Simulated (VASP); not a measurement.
Set up this calculation in VASP 6.6.1, as the native input.

| Property | Result |
| --- | --- |
| Task | single point |
| Functional | PBE |
| Potentials or basis | VASP PAW PBE potentials, release 64 (Si, C) |
| Cutoff | 520 eV |
| k mesh | 10 × 10 × 6 |
| Occupations | fermi-dirac, width 0.02 eV |
| Spin | no spin polarisation |
| Dipole correction | no |
| Further INCAR settings | ALGO = Normal; EDIFF = 1e-07; NBANDS = 16 |

The structure of SiC lies in POSCAR:

```
SiC
1.0
    3.0760000000      0.0000000000      0.0000000000
   -1.5380000000      2.6638941420      0.0000000000
    0.0000000000      0.0000000000      5.0480000000
Si C
2 2
Direct
    0.3333333333      0.6666666667      0.0044948860
    0.6666666667      0.3333333333      0.5044948860
    0.3333333333      0.6666666667      0.3805051140
    0.6666666667      0.3333333333      0.8805051140
```

The input as run:

INCAR

```
SYSTEM = SiC
PREC = Accurate
ENCUT = 520
EDIFF = 1E-7
ISMEAR = -1
SIGMA = 0.02
LREAL = .FALSE.
LASPH = .TRUE.
NELM = 80
ALGO = Normal
ISIF = 2
LWAVE = .FALSE.
LCHARG = .FALSE.
GGA = PE
NBANDS = 16
```

KPOINTS

```
regular mesh
0
G
  10 10 6
  0 0 0
```

Potentials or basis: VASP PAW PBE potentials, release 64 (Si, C).

Run with:

```console
$ cat potpaw_PBE.64/Si/POTCAR potpaw_PBE.64/C/POTCAR > POTCAR
$ mpirun -np 1 vasp_std > vasp.out
```

It gave:

The pressure is 3.4 GPa. The largest force is 0.018 eV/Å and the band gap on the k mesh is 2.44 eV (least direct gap 3.97 eV).

Caveat: the cell stands under pressure.

It took 20 s on 1 thread of Intel(R) Xeon(R) Platinum 8488C (Sapphire Rapids), with other jobs on the host, peak memory 0.17 GiB.
